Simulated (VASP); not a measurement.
# Si5W2: single point with PBE

The system is Si5W2, a slab with vacuum.

```
CELL_PARAMETERS angstrom
3.22929 0.00000 0.00000
0.00000 3.22929 0.00000
0.00000 0.00000 21.93730
ATOMIC_POSITIONS crystal
Si 0.00000 0.00000 0.18234
Si 0.00000 0.00000 0.30099
Si 0.50000 0.50000 0.35901
Si 0.50000 0.50000 0.47578
Si 0.50000 0.62500 0.58091
W 0.50000 0.50000 0.24166
W 0.00000 0.00000 0.41784
```

```yaml
Program: VASP 6.6.1
Task: single point
Functional: PBE
Potentials_or_basis: VASP PAW PBE potentials, release 64 (Si, W_sv)
Cutoff: 520 eV
k_mesh: 8 × 8 × 1
Occupations: gaussian, width 0.1 eV
Spin: no spin polarisation
```

| Quantity | Value |
| --- | --- |
| Largest force | 0.679 eV/Å |
| Band gap on the k mesh | zero (band 24 reaches 2.91 eV, above the bottom of band 25 at 1.64 eV) |

Forces on the atoms (eV/Å):
```
Si   0.000 -0.006  0.356
Si   0.000  0.012 -0.329
Si   0.000 -0.034 -0.086
Si   0.000 -0.093  0.673
Si   0.000 -0.027  0.000
W    0.000  0.020 -0.109
W    0.000  0.127 -0.505
```

Levels at points of the mesh, in eV from the Fermi level:
```
           k point  band 22  band 23  band 24  band 25  band 26  band 27
(0.00, 0.00, 0.00)    -0.52     0.89     0.90     0.99     1.00     1.01
(0.50, 0.00, 0.00)    -1.04    -0.81    -0.19    -0.08    -0.06     2.84
(0.00, 0.50, 0.00)    -1.36    -0.48    -0.17    -0.08    -0.06     2.84
(0.50, 0.50, 0.00)    -1.91    -1.51    -0.52    -0.37     0.78     1.02
```

It took 3.2 min on 1 thread of Intel(R) Xeon(R) Platinum 8488C (Sapphire Rapids), with other jobs on the host, peak memory 0.39 GiB.

Caveat: spin-orbit coupling is left out, which moves the levels of the heavy elements.
